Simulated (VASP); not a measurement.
# Al31GaO48 (a cell with a defect) in VASP: notebook, part 2 of 2

VASP 6.6.1.

**3. Single point, r2SCAN**

File POSCAR:

```
Al31GaO48
1.0
    4.8078835245      2.7758328471      8.7484141875
   -4.8078835245      2.7758328471      8.7484141875
    0.0000000000     -5.5516656942      8.7484141875
Al Ga O
31 1 48
Direct
    0.3244163071      0.3246339274      0.3236879865
    0.0740010696      0.0741945075      0.0732702864
    0.1761569393      0.1763318387      0.1754266314
    0.3238922452      0.3229679991      0.8259612593
    0.4258631435      0.4268178503      0.9257729623
    0.0744516774      0.0740671602      0.5733188697
    0.1756666620      0.1757881655      0.6758675721
    0.3227850981      0.8269001878      0.3231724435
    0.4266702188      0.9267017259      0.4251120903
    0.0738677629      0.5742617064      0.0737022974
    0.1755975811      0.6768178518      0.1749037397
    0.3239040729      0.8240510130      0.8233049253
    0.4259892478      0.9266024473      0.9252487780
    0.0720323911      0.5746001215      0.5740522268
    0.1752998742      0.6766888876      0.6766527460
    0.8267068681      0.3241023360      0.3220395746
    0.9264829056      0.4260714173      0.4259287740
    0.5740630350      0.0746481544      0.0731079127
    0.6765947639      0.1758248907      0.1748900061
    0.8240536686      0.3240842211      0.8231223383
    0.9259314904      0.4262054171      0.9256811158
    0.5747717028      0.0722033898      0.5737129280
    0.6773982118      0.1754804839      0.6757467728
    0.8238534471      0.8242137903      0.3231786256
    0.9263792866      0.9261563709      0.4252776168
    0.5744191605      0.5750344994      0.0712531609
    0.6764765508      0.6776069896      0.1745853101
    0.8239168817      0.8240916102      0.8231884169
    0.9261425729      0.9263321202      0.9254317921
    0.5738704443      0.5740955032      0.5731573956
    0.6759333738      0.6761411238      0.6752137565
    0.4285261614      0.4287050812      0.4277550121
    0.2218905604      0.0285642229      0.3742085954
    0.4719416748      0.1254944649      0.2770111253
    0.0283804844      0.3751182746      0.2211637843
    0.3749339036      0.2221122551      0.0275925348
    0.1252405992      0.2779751983      0.4712443825
    0.2777898051      0.4721569892      0.1245074042
    0.2217675956      0.0284195487      0.8744745977
    0.4718415890      0.1255511410      0.7770042423
    0.0280164523      0.3749486653      0.7214339528
    0.3758226741      0.2167940663      0.5283804647
    0.1244811817      0.2785063669      0.9719806881
    0.2718460553      0.4728604406      0.6318665536
    0.2166080829      0.5293351005      0.3750594856
    0.4726728005      0.6328076080      0.2711259145
    0.0281944746      0.8754311627      0.2210229858
    0.3747420533      0.7223807708      0.0273117595
    0.1253716124      0.7779411724      0.4710938972
    0.2783002001      0.9729311641      0.1237655399
    0.2215949186      0.5287611329      0.8753540830
    0.4718209043      0.6251468900      0.7774437720
    0.0281627535      0.8753924983      0.7212154510
    0.3750029687      0.7215361662      0.5272824404
    0.1248421570      0.7787627387      0.9711991046
    0.2780758470      0.9709449969      0.6246290346
    0.7221350545      0.0281996739      0.3740680928
    0.9726980536      0.1246933158      0.2775861414
    0.5291525602      0.3760410101      0.2158189526
    0.8752043372      0.2219607342      0.0274855713
    0.6326309701      0.2720221714      0.4719013274
    0.7777586842      0.4720400248      0.1246307388
    0.7219693702      0.0283400890      0.8744573254
    0.9719682997      0.1250073714      0.7778452586
    0.5280119375      0.3751917109      0.7205850126
    0.8760951495      0.2217942303      0.5278418715
    0.6254076779      0.2782251211      0.9699636183
    0.7781493347      0.4720191115      0.6242452925
    0.7213598853      0.5281852574      0.3742788500
    0.9707495566      0.6255766828      0.2773029734
    0.5285430872      0.8763193806      0.2208607944
    0.8752034197      0.7221541542      0.0274156200
    0.6249682474      0.7783280815      0.4711083415
    0.7785527899      0.9721441174      0.1241159850
    0.7221928529      0.5284734457      0.8735494099
    0.9703516730      0.6256473437      0.7784042296
    0.5282877615      0.8744626193      0.7214771422
    0.8742940362      0.7223749360      0.5275475792
    0.6254608090      0.7793282027      0.9696331804
    0.7791351774      0.9705518824      0.6247423004
```

File INCAR.step1:

```
PREC = Accurate
ENCUT = 580
ISMEAR = -1
SIGMA = 0.01
LREAL = Auto
LASPH = True
NELM = 120
NBANDS = 243
GGA = PE
ALGO = Normal
EDIFF = 1E-5
LWAVE = True
LCHARG = False
GGA_COMPAT = False
```

File INCAR.step2:

```
PREC = Accurate
ENCUT = 580
EDIFF = 1E-6
ISMEAR = -1
SIGMA = 0.01
LREAL = Auto
LASPH = True
NELM = 120
ALGO = Normal
ISIF = 2
LWAVE = False
LCHARG = False
METAGGA = R2SCAN
LMIXTAU = True
NBANDS = 243
ISTART = 1
GGA_COMPAT = False
```

File KPOINTS:

```
Automatic mesh
0
Gamma
  1 1 1
```

Potentials or basis: VASP PAW PBE potentials, release 64 (Al, Ga_d, O).

Launch:

```sh
$ cat potpaw_PBE.64/Al/POTCAR potpaw_PBE.64/Ga_d/POTCAR potpaw_PBE.64/O/POTCAR > POTCAR
$ cp INCAR.step1 INCAR
$ mpirun -np 1 vasp_gam > vasp.out
$ cp INCAR.step2 INCAR
$ mpirun -np 1 vasp_gam > vasp.out
```

OUTCAR:

```text
PREC = Accurate
   ENCUT = 580
   EDIFF = 1E-6
   ISMEAR = -1
   LREAL = Auto
   LASPH = True
   NELM = 120
   ISIF = 2
   METAGGA = R2SCAN
   ISTART = 1

 ion  position               nearest neighbor table
   1  0.324  0.325  0.324-  34 1.88  38 1.88  37 1.88  45 1.98  42 1.99  59 1.99  32 2.73   7 2.82
                            19 2.82  11 2.82   5 3.25   9 3.25  17 3.25
   2  0.074  0.074  0.073-  47 1.87  39 1.87  60 1.87  43 1.99  50 1.99  58 1.99   3 2.68  13 2.82
                            25 2.82  21 2.82  11 3.25   7 3.25  19 3.25
   3  0.176  0.176  0.175-  33 1.87  35 1.87  36 1.87  50 1.99  58 1.99  43 1.99   2 2.68   8 2.80
                            16 2.80   4 2.80   6 3.25  18 3.25  10 3.25
   4  0.324  0.323  0.826-  44 1.86  43 1.87  40 1.88  36 1.97  65 1.99  51 2.00   5 2.67   3 2.80
                            23 2.83  15 2.83  13 3.24  21 3.26
   5  0.426  0.427  0.926-  52 1.87  38 1.87  67 1.87  51 1.99  36 2.00  65 2.00   4 2.67  10 2.82
                            18 2.82  30 2.82  12 3.25  20 3.25   1 3.25
   6  0.074  0.074  0.573-  66 1.87  33 1.87  53 1.87  56 1.98  37 1.99  64 1.99   7 2.67  17 2.82
                            29 2.82   9 2.82  23 3.25  15 3.25   3 3.25
   7  0.176  0.176  0.676-  42 1.86  39 1.87  41 1.87  64 1.98  37 1.99  56 2.00   6 2.67  20 2.82
                            12 2.82   1 2.82   2 3.25  14 3.26  22 3.26
   8  0.323  0.827  0.323-  46 1.86  50 1.87  49 1.88  33 1.97  54 1.99  71 2.00   9 2.67   3 2.80
                            15 2.83  27 2.83  25 3.24  13 3.26
   9  0.427  0.927  0.425-  73 1.87  34 1.87  56 1.87  71 1.99  33 2.00  54 2.00   8 2.67  18 2.82
[... 31 lines left out ...]
  25  0.926  0.926  0.425-  80 1.87  58 1.87  49 1.87  47 1.99  57 1.99  78 1.99  24 2.68  14 2.81
                            22 2.81   2 2.82   8 3.24  28 3.25  16 3.26
  26  0.574  0.575  0.071-  75 1.87  59 1.87  48 1.87  46 1.99  79 1.99  62 1.99  27 2.69  21 2.81
                            13 2.81  32 2.85  31 3.24  11 3.26  19 3.26
  27  0.676  0.678  0.175-  72 1.87  71 1.87  69 1.88  46 1.96  79 2.00  62 2.00  26 2.69  28 2.81
                            16 2.83   8 2.83  18 3.24  10 3.25  30 3.25
  28  0.824  0.824  0.823-  76 1.86  79 1.86  80 1.86  72 1.99  63 1.99  53 1.99  29 2.68  15 2.81
                            23 2.81  27 2.81  21 3.25  25 3.25  13 3.25
  29  0.926  0.926  0.925-  55 1.87  64 1.87  74 1.87  72 1.99  63 1.99  53 1.99  28 2.68  10 2.82
                            18 2.82   6 2.82  24 3.25  20 3.25  12 3.25
  30  0.574  0.574  0.573-  54 1.87  65 1.87  69 1.87  73 1.99  52 1.99  68 1.99  31 2.68   9 2.82
                            17 2.82   5 2.82  27 3.25  15 3.25  23 3.25
  31  0.676  0.676  0.675-  77 1.87  75 1.87  78 1.87  73 1.99  68 1.99  52 1.99  30 2.68  12 2.82
                            24 2.82  20 2.82  26 3.24  22 3.24  14 3.24
  32  0.429  0.429  0.428-  46 1.91  61 1.91  44 1.91  42 2.08  59 2.08  45 2.08   1 2.73  14 2.85
                            22 2.85  26 2.85
  33  0.222  0.029  0.374-   3 1.87   6 1.87   8 1.97   9 2.00
  34  0.472  0.125  0.277-   9 1.87   1 1.88  18 1.99  19 1.99
  35  0.028  0.375  0.221-   3 1.87  10 1.87  16 1.97  17 2.00
  36  0.375  0.222  0.028-   3 1.87  18 1.87   4 1.97   5 2.00
  37  0.125  0.278  0.471-  17 1.87   1 1.88   6 1.99   7 1.99
  38  0.278  0.472  0.125-   5 1.87   1 1.88  10 1.99  11 1.99
[... 40 lines left out ...]
  79  0.625  0.779  0.970-  28 1.86  13 1.87  26 1.99  27 2.00
  80  0.779  0.971  0.625-  28 1.86  25 1.87  22 1.99  23 2.00

  LATTYP: Found a trigonal (rhomboedric) cell.
 ALAT       =    10.3612616402
 COS(alpha) =     0.5693617614

  Lattice vectors:

 A1 = (   4.8078835245,   2.7758328471,   8.7484141875)
 A2 = (  -4.8078835245,   2.7758328471,   8.7484141875)
 A3 = (   0.0000000000,  -5.5516656942,   8.7484141875)

Analysis of symmetry for initial positions (statically):
=====================================================================
 Subroutine PRICEL returns:
 Original cell was already a primitive cell.

 Routine SETGRP: Setting up the symmetry group for a
 trigonal (rhombohedral) supercell.
[... 241 lines left out ...]
 SYSTEM =  unknown system
   PREC   = accura    normal or accurate (medium, high low for compatibility)
   ISTART =      1    job   : 0-new  1-cont  2-samecut
   ICHARG =      0    charge: 1-file 2-atom 10-const
   ISPIN  =      1    spin polarized calculation?
   LNONCOLLINEAR =      F non collinear calculations
   LSORBIT =      F    spin-orbit coupling
   LASPH  =      T    aspherical Exc in radial PAW
   ENCUT  =  580.0 eV  42.63 Ry    6.53 a.u.  20.35 20.35 20.35*2*pi/ulx,y,z
   NELM   =    120;   NELMIN=  2; NELMDL=  0     # of ELM steps
   EDIFF  = 0.1E-05   stopping-criterion for ELM
   LREAL  =      T    real-space projection
   EDIFFG = 0.1E-04   stopping-criterion for IOM
   NSW    =      0    number of steps for IOM
   IBRION =     -1    ionic relax: 0-MD 1-quasi-New 2-CG
   NFREE  =      0    steps in history (QN), initial steepest desc. (CG)
   ISIF   =      2    stress and relaxation
   ISYM   =      2    0-nonsym 1-usesym 2-fastsym
   POTIM  = 0.5000    time-step for ionic-motion
   TEBEG  =    0.0;   TEEND  =   0.0 temperature during run
   PSTRESS=    0.0 pullay stress
   NELECT =     394.0000    total number of electrons
   NUPDOWN=      -1.0000    fix difference up-down
   EMIN   =  10.00;   EMAX   =-10.00  energy-range for DOS
   EFERMI =   0.00;   METHOD = LEGACY
   ISMEAR =    -1;   SIGMA  =   0.01  broadening in eV -4-tet -1-fermi 0-gaus
   EFERMI_NEDOS =   21; number of points for ismear=-14 and -15
   IALGO  =     38    algorithm
   IMIX   =      4    mixing-type and parameters
     AMIX     =   0.40;   BMIX     =  1.00
     AMIX_MAG =   1.60;   BMIX_MAG =  1.00
  volume/ion in A,a.u.               =       8.76        59.09
  Fermi-wavevector in a.u.,A,eV,Ry     =   1.351339  2.553660 24.845829  1.826117
  Thomas-Fermi vector in A             =   2.478769
   LORBIT       =      0    0 simple, 1 ext, 2 COOP (PROOUT), +10 PAW based schemes
   METAGGA = R2SCAN    functional components
   LHFCALC =     F    Hartree Fock is set to
   AEXX    =    0.0000 exact exchange contribution
   IVDW    =     0    specifies the selected vdW correction
   LEPSILON=     F    determine dielectric tensor
   LRPA    =     F    only Hartree local field effects (RPA)
 non-spin polarized calculation
  energy-cutoff  :      580.00
  volume of cell :      700.53
 maximum number of plane-waves:     11124
 NGX is ok and might be reduce to    84
   NGX = 41   NGY = 41   NGZ = 41

 number of electron     394.0000000 magnetization

 Free energy of the ion-electron system (eV)
  ---------------------------------------------------
  ext. energy  EPLUGINS =         0.00000000
  ---------------------------------------------------
  free energy    TOTEN  =      -770.89253280 eV

  energy without entropy =     -770.89253280  energy(sigma->0) =     -770.89253280

 E-fermi :   5.6468     XC(G=0): -12.1262

 val. band max:        5.3991535688   @ k =   0.0000   0.0000   0.0000
 cond. band min:      11.9451852826   @ k =   0.0000   0.0000   0.0000
 fundamental gap:      6.5460317138
 Fermi energy:         5.6468433529

 k-point     1 :       0.0000    0.0000    0.0000
  band No.  band energies     occupation
      1     -14.5943      2.00000
      2     -13.6687      2.00000
      3     -13.6291      2.00000
      4     -13.5549      2.00000
      5     -13.5539      2.00000
      6     -13.5138      2.00000
[... 201 lines left out ...]
    208      15.5802      0.00000
    209      15.7261      0.00000
 [bands above 209 left out]

------------------------ aborting loop because EDIFF is reached ----------------------------------------

  FORCE on cell =-STRESS in cart. coord.  units (eV):
  Direction    XX          YY          ZZ          XY          YZ          ZX
  --------------------------------------------------------------------------------------
  -------------------------------------------------------------------------------------
  Total      -31.0007817    -31.0122006    -31.2641318     -0.0013134     -0.0005452     -0.0006229
  in kB      -70.9014950    -70.9276110    -71.5037997     -0.0030039     -0.0012468     -0.0014246
  external PRESSURE =     -71.1109686 kB  Pullay stress =       0.0000000 kB

 VOLUME and BASIS-vectors are now :
 -----------------------------------------------------------------------------
  energy-cutoff  :      580.00
  volume of cell :      700.53
      direct lattice vectors                 reciprocal lattice vectors
     4.807883525  2.775832847  8.748414187     0.103995864  0.060042040  0.038102144
    -4.807883525  2.775832847  8.748414187    -0.103995864  0.060042040  0.038102144
     0.000000000 -5.551665694  8.748414187     0.000000000 -0.120084080  0.038102144

 POSITION                                       TOTAL-FORCE (eV/Angst)
 -----------------------------------------------------------------------------------
     -0.00105      0.00465      8.50992        -0.000942      0.001901      0.035737
     -0.00093      0.00459      1.93748        -0.004041      0.000418      0.042433
     -0.00084      0.00454      4.61842        -0.003532      0.001581     -0.063137
      0.00444     -2.78988     12.88485        -0.011384      0.005473      0.017981
     -0.00459     -2.77268     15.55865        -0.002793      0.001730     -0.043200
      0.00185     -2.77061      6.31494        -0.001942     -0.003394      0.038106
[... 72 lines left out ...]
     -0.73978     -1.48362     20.77243         0.017622     -0.022756      0.004748
     -0.92031      1.38848     20.77249        -0.028607     -0.005050      0.002432
 -----------------------------------------------------------------------------------
    total drift:                               -0.000105     -0.021996     -0.005035

  FREE ENERGIE OF THE ION-ELECTRON SYSTEM (eV)
  ---------------------------------------------------
  free  energy   TOTEN  =      -770.8925327957 eV

  energy  without entropy=     -770.8925327957  energy(sigma->0) =     -770.89253280
```

Wall time 54 min (1 thread of Intel Xeon 8259CL, shared host); peak memory 1.3 GiB.

Results:

```yaml
Free_energy: -770.8925 eV
Pressure: -7.1 GPa
Largest_force: 0.107 eV/Å
Band_gap_on_the_k_mesh: 6.55 eV
```

Forces on the atoms (eV/Å):
```
Al  -0.001  0.002  0.036
Al  -0.004  0.000  0.042
Al  -0.004  0.002 -0.063
Al  -0.011  0.005  0.018
Al  -0.003  0.002 -0.043
Al  -0.002 -0.003  0.038
Al  -0.001 -0.004 -0.024
Al   0.007  0.004  0.016
Al  -0.002  0.001 -0.044
Al   0.003  0.000  0.037
Al  -0.003  0.000 -0.024
Al   0.003  0.003  0.059
Al   0.003  0.000 -0.038
Al  -0.001 -0.005  0.044
Al   0.011 -0.008 -0.071
Al   0.002 -0.011  0.017
Al   0.005 -0.002 -0.045
Al  -0.001  0.002  0.040
Al  -0.001  0.008 -0.022
Al  -0.004  0.000  0.059
Al   0.003  0.005 -0.036
Al   0.004  0.004  0.044
Al   0.000  0.014 -0.069
Al   0.002 -0.003  0.062
Al  -0.002 -0.001 -0.034
Al   0.000  0.000  0.044
Al  -0.007 -0.005 -0.073
Al   0.001  0.002  0.016
Al  -0.001  0.004 -0.044
Al   0.004 -0.003  0.041
Al   0.003  0.000 -0.020
Ga   0.001  0.001 -0.107
O    0.042  0.001  0.000
O    0.027  0.030 -0.006
O   -0.022 -0.035  0.000
O   -0.017  0.031  0.001
O    0.016 -0.034 -0.003
O   -0.040  0.003 -0.004
O    0.034 -0.001 -0.007
O    0.016  0.021  0.005
O   -0.017 -0.027 -0.009
O   -0.030  0.032  0.019
O    0.023 -0.028  0.009
O   -0.015  0.028  0.023
O    0.042  0.008  0.018
O    0.030  0.002  0.025
O   -0.014 -0.030 -0.008
O   -0.015  0.032 -0.010
O    0.008 -0.026  0.005
O   -0.034 -0.005  0.009
O    0.035 -0.004  0.012
O    0.019  0.030 -0.003
O   -0.015 -0.032  0.007
O   -0.020  0.032  0.007
O    0.020 -0.036 -0.002
O   -0.037  0.001 -0.004
O    0.035  0.000 -0.012
O    0.016  0.035  0.008
O   -0.012 -0.045  0.016
O   -0.016  0.026 -0.008
O   -0.018 -0.029  0.025
O   -0.028  0.004  0.006
O    0.034  0.000  0.007
O    0.019  0.034 -0.003
O   -0.016 -0.031  0.007
O   -0.014  0.033  0.010
O    0.016 -0.038 -0.003
O   -0.036  0.004 -0.002
O    0.030  0.003  0.007
O    0.020  0.033 -0.004
O   -0.018 -0.029  0.012
O   -0.021  0.026  0.007
O    0.013 -0.030 -0.003
O   -0.039 -0.003 -0.003
O    0.028 -0.003 -0.006
O    0.009  0.028  0.006
O   -0.018 -0.024 -0.008
O   -0.015  0.028 -0.008
O    0.018 -0.023  0.005
O   -0.029 -0.005  0.002
```

Levels at points of the mesh, in eV from the valence-band top:
| k point | band 195 | band 196 | band 197 | band 198 | band 199 | band 200 |
| --- | --- | --- | --- | --- | --- | --- |
| (0.00, 0.00, 0.00) | -0.04 | -0.04 | 0.00 | 6.55 | 8.07 | 9.25 |

Caveat: the k points lie up to 0.79 Å⁻¹ apart; the PAW data sets were made with another functional, which shifts forces and pressure a little.
